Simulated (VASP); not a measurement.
Write the native input for VASP 6.6.1 that does the following.

```
Task                   : single point
Functional             : PBE
Potentials or basis    : VASP PAW PBE potentials, release 64 (Ca_sv, S)
Cutoff                 : 500 eV
k mesh                 : 4 × 4 × 4
Occupations            : gaussian, width 0.01 eV
Spin                   : no spin polarisation
Dipole correction      : no
Further INCAR settings : ALGO = Normal; EDIFF = 1e-06; NBANDS = 15
```

The structure of CaS lies in POSCAR:

```
CaS
1.0
    0.0000000000      2.8946293285      2.8946293285
    2.8946293285      0.0000000000      2.8946293285
    2.8946293285      2.8946293285      0.0000000000
Ca S
1 1
Direct
    0.0000000000      0.0000000000      0.0000000000
    0.5000000000      0.5000000000      0.5000000000
```

This cell differs from its parent crystal: volume changed by +5%.

The input as run:

INCAR

```
  ALGO = Normal
  EDIFF = 1E-6
  ENCUT = 500
  GGA = PE
  GGA_COMPAT = False
  ISIF = 2
  ISMEAR = 0
  LASPH = True
  LCHARG = False
  LREAL = False
  LWAVE = False
  NBANDS = 15
  NELM = 120
  PREC = Accurate
  SIGMA = 0.01
```

KPOINTS

```
k-points
0
Gamma
  4 4 4
```

Potentials or basis: VASP PAW PBE potentials, release 64 (Ca_sv, S).

Command:

```sh
$ cat potpaw_PBE.64/Ca_sv/POTCAR potpaw_PBE.64/S/POTCAR > POTCAR
$ mpirun -np 1 vasp_std > vasp.out
```

It gave:

```yaml
Pressure: -1.9 GPa
Band_gap_on_the_k_mesh: 2.45 eV, indirect (least direct gap 3.22 eV)
```

Caveat: the k points lie up to 0.47 Å⁻¹ apart.

It took 14 s on 1 thread of Intel Xeon 8259CL (shared host), peak memory 0.16 GiB.
